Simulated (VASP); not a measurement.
# BN (P6_3/mmc) in VASP: a series of runs

The runs below take BN through single point, with PBE, r2SCAN.

All numbers are computed with VASP 6.6.1; they aren't measurements. Logs are shortened: lines on timing, memory, paths and dates and some standing lists are left out, and cuts for length are marked.

**1. The cell of the first run**

It takes space group P6_3/mmc (No. 194, hexagonal). Conventional cell: a = 2.512 Å, b = 2.512 Å, c = 7.794 Å, α = 90.00°, β = 90.00°, γ = 120.00°. Within 1.9 Å of B (site symmetry -6m2) lie 3 N at 1.45 Å. Within 1.9 Å of N (site symmetry -6m2) lie 3 B at 1.45 Å.

**2. Single point, PBE**

INCAR reads:

```
SYSTEM = BN
ALGO = Normal
EDIFF = 1E-6
ENCUT = 520
GGA = PE
ISIF = 2
ISMEAR = 0
LASPH = .TRUE.
LCHARG = .FALSE.
LREAL = .FALSE.
LWAVE = .FALSE.
NBANDS = 16
NELM = 80
PREC = Accurate
SIGMA = 0.05
```

KPOINTS reads:

```
k-points
0
G
  10 10 4
  0 0 0
```

POSCAR reads:

```
BN
1.0
    2.5123434138      0.0000000000      0.0000000000
   -1.2561717069      2.1757532194      0.0000000000
    0.0000000000      0.0000000000      7.7937816983
B N
2 2
Direct
    0.3333333333      0.6666666667      0.2500000000
    0.6666666667      0.3333333333      0.7500000000
    0.3333333333      0.6666666667      0.7500000000
    0.6666666667      0.3333333333      0.2500000000
```

Potentials or basis: VASP PAW PBE potentials, release 64 (B, N).

Started as:

```
$ cat potpaw_PBE.64/B/POTCAR potpaw_PBE.64/N/POTCAR > POTCAR
$ mpirun -np 1 vasp_std > vasp.out
```

OUTCAR:

```text
SYSTEM = BN
   EDIFF = 1E-6
   ENCUT = 520
   GGA = PE
   ISIF = 2
   ISMEAR = 0
   LASPH = .TRUE.
   LREAL = .FALSE.
   NELM = 80
   PREC = Accurate

 ion  position               nearest neighbor table
   1  0.333  0.667  0.250-   4 1.45   4 1.45   4 1.45
   2  0.667  0.333  0.750-   3 1.45   3 1.45   3 1.45
   3  0.333  0.667  0.750-   2 1.45   2 1.45   2 1.45
   4  0.667  0.333  0.250-   1 1.45   1 1.45   1 1.45

  LATTYP: Found a hexagonal cell.
 ALAT       =     2.5123434138
 C/A-ratio  =     3.1021960037

  Lattice vectors:

 A1 = (   2.5123434138,   0.0000000000,   0.0000000000)
 A2 = (  -1.2561717069,   2.1757532194,   0.0000000000)
 A3 = (   0.0000000000,   0.0000000000,   7.7937816983)

Analysis of symmetry for initial positions (statically):
=====================================================================
 Subroutine PRICEL returns:
 Original cell was already a primitive cell.

 Routine SETGRP: Setting up the symmetry group for a
 hexagonal supercell.

 Subroutine GETGRP returns: Found 24 space group operations
 (whereof 12 operations were pure point group operations)
 out of a pool of 24 trial point group operations.

The static configuration has the point symmetry D_3d.
 The point group associated with its full space group is D_6h.

Analysis of symmetry for dynamics (positions and initial velocities):
=====================================================================
 Subroutine PRICEL returns:
 Original cell was already a primitive cell.

 Routine SETGRP: Setting up the symmetry group for a
 hexagonal supercell.

 Subroutine GETGRP returns: Found 24 space group operations
 (whereof 12 operations were pure point group operations)
 out of a pool of 24 trial point group operations.

The dynamic configuration has the point symmetry D_3d.
 The point group associated with its full space group is D_6h.

 Subroutine INISYM returns: Found 24 space group operations
 (whereof 12 operations are pure point group operations),
 and found     1 'primitive' translations

----------------------------------------------------------------------------------------

                                     Primitive cell

  volume of cell :      42.6027

  direct lattice vectors                    reciprocal lattice vectors
     2.512343414  0.000000000  0.000000000     0.398034757  0.229805474  0.000000000
    -1.256171707  2.175753219  0.000000000     0.000000000  0.459610948  0.000000000
     0.000000000  0.000000000  7.793781698     0.000000000  0.000000000  0.128307417

  length of vectors
     2.512343414  2.512343414  7.793781698     0.459610948  0.459610948  0.128307417

  position of ions in fractional coordinates (direct lattice)
     0.333333333  0.666666667  0.250000000
     0.666666667  0.333333333  0.750000000
     0.333333333  0.666666667  0.750000000
     0.666666667  0.333333333  0.250000000

  ion indices of the primitive-cell ions
   primitive index   ion index
                 1           1
                 2           2
                 3           3
                 4           4

----------------------------------------------------------------------------------------

 KPOINTS: k-points

Automatic generation of k-mesh.
 Grid dimensions read from file:
 generate k-points for:   10   10    4

 Generating k-lattice:

  Cartesian coordinates                     Fractional coordinates (reciprocal lattice)
     0.039803476  0.022980547  0.000000000     0.100000000  0.000000000  0.000000000
     0.000000000  0.045961095  0.000000000     0.000000000  0.100000000  0.000000000
     0.000000000  0.000000000  0.032076854     0.000000000  0.000000000  0.250000000

  Length of vectors
     0.045961095  0.045961095  0.032076854

  Shift w.r.t. Gamma in fractional coordinates (k-lattice)
     0.000000000  0.000000000  0.000000000

 Subroutine IBZKPT returns following result:
 ===========================================

 Found     42 irreducible k-points:

 Following reciprocal coordinates:
            Coordinates               Weight
  0.000000  0.000000  0.000000      1.000000
  0.100000 -0.000000  0.000000      6.000000
  0.200000 -0.000000  0.000000      6.000000
  0.300000 -0.000000  0.000000      6.000000
  0.400000  0.000000  0.000000      6.000000
  0.500000 -0.000000  0.000000      3.000000
[... 16 lines left out ...]
  0.300000  0.100000  0.250000     24.000000
  0.400000  0.100000  0.250000     24.000000
 [... further k-points ...]
   k-points           NKPTS =     42   k-points in BZ     NKDIM =     42   number of bands    NBANDS=     16
   number of dos      NEDOS =    301   number of ions     NIONS =      4
   total plane-waves  NPLWV =  24000
   dimension x,y,z NGX =    20 NGY =   20 NGZ =   60
   dimension x,y,z NGXF=    40 NGYF=   40 NGZF=  120
   ions per type =               2   2
   NGX,Y,Z   is equivalent  to a cutoff of  13.23, 13.23, 12.80 a.u.
   NGXF,Y,Z  is equivalent  to a cutoff of  26.47, 26.47, 25.60 a.u.
 SYSTEM =  BN
   PREC   = accura    normal or accurate (medium, high low for compatibility)
   ISTART =      0    job   : 0-new  1-cont  2-samecut
   ICHARG =      2    charge: 1-file 2-atom 10-const
   ISPIN  =      1    spin polarized calculation?
   LNONCOLLINEAR =      F non collinear calculations
   LSORBIT =      F    spin-orbit coupling
   LASPH  =      T    aspherical Exc in radial PAW
   ENCUT  =  520.0 eV  38.22 Ry    6.18 a.u.   4.67  4.67 14.49*2*pi/ulx,y,z
   NELM   =     80;   NELMIN=  2; NELMDL= -5     # of ELM steps
   EDIFF  = 0.1E-05   stopping-criterion for ELM
   LREAL  =      F    real-space projection
   EDIFFG = 0.1E-04   stopping-criterion for IOM
   NSW    =      0    number of steps for IOM
   IBRION =     -1    ionic relax: 0-MD 1-quasi-New 2-CG
   NFREE  =      0    steps in history (QN), initial steepest desc. (CG)
   ISIF   =      2    stress and relaxation
   ISYM   =      2    0-nonsym 1-usesym 2-fastsym
   POTIM  = 0.5000    time-step for ionic-motion
   TEBEG  =    0.0;   TEEND  =   0.0 temperature during run
   PSTRESS=    0.0 pullay stress
   NELECT =      16.0000    total number of electrons
   NUPDOWN=      -1.0000    fix difference up-down
   EMIN   =  10.00;   EMAX   =-10.00  energy-range for DOS
   EFERMI =   0.00;   METHOD = LEGACY
   ISMEAR =     0;   SIGMA  =   0.05  broadening in eV -4-tet -1-fermi 0-gaus
   EFERMI_NEDOS =   21; number of points for ismear=-14 and -15
   IALGO  =     38    algorithm
   IMIX   =      4    mixing-type and parameters
     AMIX     =   0.40;   BMIX     =  1.00
     AMIX_MAG =   1.60;   BMIX_MAG =  1.00
  volume/ion in A,a.u.               =      10.65        71.87
  Fermi-wavevector in a.u.,A,eV,Ry     =   1.181143  2.232037 18.981476  1.395099
  Thomas-Fermi vector in A             =   2.317422
   LORBIT       =      0    0 simple, 1 ext, 2 COOP (PROOUT), +10 PAW based schemes
   GGA     = PE    functional components
   LHFCALC =     F    Hartree Fock is set to
   AEXX    =    0.0000 exact exchange contribution
   IVDW    =     0    specifies the selected vdW correction
   LEPSILON=     F    determine dielectric tensor
   LRPA    =     F    only Hartree local field effects (RPA)
 non-spin polarized calculation
 Gauss-broadening in eV      SIGMA  =   0.05
  energy-cutoff  :      520.00
  volume of cell :       42.60
 maximum number of plane-waves:      1168
 NGX is ok and might be reduce to    20
   NGX =  9   NGY =  9   NGZ = 29

 number of electron      15.9999999 magnetization

 Free energy of the ion-electron system (eV)
  ---------------------------------------------------
  ext. energy  EPLUGINS =         0.00000000
  ---------------------------------------------------
  free energy    TOTEN  =       -35.20425066 eV

  energy without entropy =      -35.20425066  energy(sigma->0) =      -35.20425066

 E-fermi :   1.2280     XC(G=0):  -9.0051

 val. band max:        0.9715451729   @ k =   0.3000   0.3000   0.0000
 cond. band min:       5.5456393745   @ k =   0.5000  -0.0000   0.0000
 fundamental gap:      4.5740942016
 Fermi energy:         1.2279594923

 k-point     1 :       0.0000    0.0000    0.0000
  band No.  band energies     occupation
      1     -16.5935      2.00000
      2     -16.5164      2.00000
      3      -4.5792      2.00000
      4      -3.6688      2.00000
      5      -0.2970      2.00000
      6      -0.2970      2.00000
[... 8 lines left out ...]
     15      12.5804      0.00000
     16      13.6412      0.00000

 k-point     2 :       0.1000   -0.0000    0.0000
  band No.  band energies     occupation
      1     -16.4020      2.00000
      2     -16.3266      2.00000
      3      -4.3169      2.00000
      4      -3.4210      2.00000
      5      -1.0813      2.00000
      6      -1.0784      2.00000
[... 8 lines left out ...]
     15      13.3855      0.00000
     16      13.4150      0.00000

 k-point     3 :       0.2000   -0.0000    0.0000
  band No.  band energies     occupation
      1     -15.8431      2.00000
      2     -15.7738      2.00000
      3      -3.5462      2.00000
      4      -2.9481      2.00000
      5      -2.9417      2.00000
      6      -2.6973      2.00000
[... 8 lines left out ...]
     15      14.1389      0.00000
     16      15.5711      0.00000

 k-point     4 :       0.3000   -0.0000    0.0000
  band No.  band energies     occupation
      1     -14.9818      2.00000
      2     -14.9235      2.00000
      3      -5.1194      2.00000
      4      -5.1076      2.00000
      5      -2.3332      2.00000
      6      -2.2940      2.00000
[... 8 lines left out ...]
     15      15.6650      0.00000
     16      18.4964      0.00000
[... 324 lines left out ...]
 k-point    22 :       0.2000    0.1000    0.2500
  band No.  band energies     occupation
      1     -15.3025      2.00000
      2     -15.2580      2.00000
      3      -4.1305      2.00000
      4      -4.1251      2.00000
      5      -2.6969      2.00000
      6      -2.3605      2.00000
[... 8 lines left out ...]
     15      15.1571      0.00000
     16      15.8440      0.00000

 k-point    23 :       0.3000    0.1000    0.2500
  band No.  band energies     occupation
      1     -14.3657      2.00000
      2     -14.3313      2.00000
      3      -6.0853      2.00000
      4      -6.0748      2.00000
      5      -3.1458      2.00000
      6      -3.1366      2.00000
[... 8 lines left out ...]
     15      16.3793      0.00000
     16      17.8003      0.00000

 k-point    24 :       0.4000    0.1000    0.2500
  band No.  band energies     occupation
      1     -13.5498      2.00000
      2     -13.5321      2.00000
      3      -7.4742      2.00000
      4      -7.4610      2.00000
      5      -3.5638      2.00000
      6      -3.5541      2.00000
[... 8 lines left out ...]
     15      15.5474      0.00000
     16      17.0178      0.00000

 [... further k-points ...]
[... 5 lines left out ...]
  --------------------------------------------------------------------------------------
  -------------------------------------------------------------------------------------
  Total        0.0221759      0.0221759      0.0485794      0.0000000      0.0000000      0.0000000
  in kB        0.8339798      0.8339798      1.8269450      0.0000000      0.0000000      0.0000000
  external PRESSURE =       1.1649682 kB  Pullay stress =       0.0000000 kB

 VOLUME and BASIS-vectors are now :
 -----------------------------------------------------------------------------
  energy-cutoff  :      520.00
  volume of cell :       42.60
      direct lattice vectors                 reciprocal lattice vectors
     2.512343414  0.000000000  0.000000000     0.398034757  0.229805474  0.000000000
    -1.256171707  2.175753219  0.000000000     0.000000000  0.459610948  0.000000000
     0.000000000  0.000000000  7.793781698     0.000000000  0.000000000  0.128307417

 POSITION                                       TOTAL-FORCE (eV/Angst)
 -----------------------------------------------------------------------------------
     -0.00000      1.45050      1.94845         0.000000      0.000000      0.000000
      1.25617      0.72525      5.84534        -0.000000     -0.000000      0.000000
     -0.00000      1.45050      5.84534         0.000000     -0.000000      0.000000
      1.25617      0.72525      1.94845        -0.000000      0.000000      0.000000
 -----------------------------------------------------------------------------------
    total drift:                               -0.000000      0.000000      0.000000

  FREE ENERGIE OF THE ION-ELECTRON SYSTEM (eV)
  ---------------------------------------------------
  free  energy   TOTEN  =       -35.2042506577 eV

  energy  without entropy=      -35.2042506577  energy(sigma->0) =      -35.20425066
```

Run time: 18 s. Hardware: 1 thread of Intel Xeon 6975P-C, shared host; peak memory 0.16 GiB.

What came out:

* Free energy: -35.2043 eV
* Pressure: 0.1 GPa
* Band gap on the k mesh: 4.57 eV, indirect (least direct gap 4.87 eV)

Levels at points of the mesh, in eV from the valence-band top:
```csv
k point,band 6,band 7,band 8,band 9,band 10,band 11
"(0.00, 0.00, 0.00)",-1.27,-1.26,-1.26,4.64,8.54,10.90
"(0.50, 0.00, 0.00)",-4.03,-1.01,-0.63,4.57,5.21,9.48
"(0.00, 0.00, 0.50)",-1.27,-1.27,-1.27,6.20,6.20,11.59
"(0.50, 0.00, 0.50)",-4.03,-0.82,-0.82,4.84,4.84,9.80
```

Caveat: this functional lacks dispersion, which binds the layers, so the pressure and a relaxed spacing across them are unreliable.

**3. Single point, r2SCAN**

This run uses another cell than the first one, of 9.34 Å³/atom, 0.877 times its volume.

POSCAR reads:

```
BN
1.0
    2.5009697631      0.0000000000      0.0000000000
   -1.2504848816      2.1659033489      0.0000000000
    0.0000000000      0.0000000000      6.8957976065
B N
2 2
Direct
    0.3333333333      0.6666666667      0.2500000000
    0.6666666667      0.3333333333      0.7500000000
    0.3333333333      0.6666666667      0.7500000000
    0.6666666667      0.3333333333      0.2500000000
```

INCAR.step1 reads:

```
PREC = Accurate
ENCUT = 520
ISMEAR = 0
SIGMA = 0.05
LREAL = False
LASPH = True
NELM = 80
NBANDS = 16
GGA = PE
ALGO = Normal
EDIFF = 1E-4
LWAVE = True
LCHARG = False
```

INCAR.step2 reads:

```
PREC = Accurate
ENCUT = 520
EDIFF = 1E-6
ISMEAR = 0
SIGMA = 0.05
LREAL = False
LASPH = True
NELM = 80
ALGO = Normal
ISIF = 2
LWAVE = False
LCHARG = False
METAGGA = R2SCAN
LMIXTAU = True
NBANDS = 16
ISTART = 1
```

KPOINTS reads:

```
Automatic mesh
0
Gamma
  10 10 4
```

Potentials or basis: VASP PAW PBE potentials, release 64 (B, N).

Started as:

```
$ cat potpaw_PBE.64/B/POTCAR potpaw_PBE.64/N/POTCAR > POTCAR
$ cp INCAR.step1 INCAR
$ mpirun -np 1 vasp_std > vasp.out
$ cp INCAR.step2 INCAR
$ mpirun -np 1 vasp_std > vasp.out
```

Run time: 74 s. Hardware: 1 thread of Intel Xeon 6975P-C, shared host; peak memory 0.17 GiB.

Results (log left out):

* Free energy: -38.5962 eV
* Pressure: 0.3 GPa
* Band gap on the k mesh: 4.92 eV, indirect (least direct gap 5.42 eV)

Stress tensor (GPa, compression positive):
```
 0.67  0.00  0.00
 0.00  0.67  0.00
 0.00  0.00 -0.31
```

Levels at points of the mesh, in eV from the valence-band top:
```
           k point  band 4  band 5  band 6  band 7  band 8  band 9  band 10  band 11  band 12  band 13
(0.00, 0.00, 0.00)   -4.44   -1.36   -1.36   -1.34   -1.34    5.36    10.55    12.33    12.33    12.43
(0.50, 0.00, 0.00)   -9.23   -4.31   -4.26   -1.36   -0.53    4.92     6.17    10.19    10.71    13.10
(0.00, 0.00, 0.50)   -5.44   -1.35   -1.35   -1.35   -1.35    7.65     7.65    12.38    12.38    12.38
(0.50, 0.00, 0.50)   -9.26   -4.28   -4.28   -0.93   -0.93    5.35     5.35    10.63    10.63    14.09
```

Caveat: the PAW data sets were made with another functional, which shifts forces and pressure a little.
